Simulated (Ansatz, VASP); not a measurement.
**Te2Mo in VASP and in Ansatz**

```
Te Mo
1.0
    -3.56355    0.00000    0.00000
    -1.78177   -3.08612    0.00000
    -3.56372   -2.05752   14.72622
Te Mo
4 2
Direct
  0.91432 0.91432 0.62848
  0.58101 0.58101 0.12848
  0.75229 0.75229 0.87152
  0.41898 0.41898 0.37152
  0.16666 0.16666 0.25000
  0.16664 0.16664 0.75000
```

Alike in both runs: task single point; functional r2SCAN; k mesh 9 × 9 × 2; occupations gaussian, width 0.05 eV; no spin polarisation.

|  | VASP | Ansatz |
| --- | --- | --- |
| version | VASP 6.6.1 | Ansatz 0.2.0 |
| potentials or method | VASP PAW PBE potentials, release 64 (Te, Mo_sv), cutoff 520 eV | scalar-relativistic, plane waves, PAW |
| valence electrons in the cell | 52 | 92 |

```tsv
	VASP	Ansatz	Ansatz less VASP
gap on the k mesh at the Fermi level (eV)	1.02	1.03	+0.009
least direct gap on the mesh (eV)	1.10	1.09	-0.002
pressure (GPa)	0.6	0.5	-0.11
traceless stress, the component that is largest in VASP (GPa)	0.92	0.86	-0.055
rms of the force components (eV/Å)	0.079	0.087	+0.0082
```

VASP's potentials were made for PBE, not for r2SCAN. Atom by atom the forces differ by 0.012 eV/Å (rms over components). VASP's potentials hold 52 valence electrons a cell and Ansatz's 92, so a difference there can come from the potentials and not from the codes.

Neither program's run includes spin-orbit coupling.
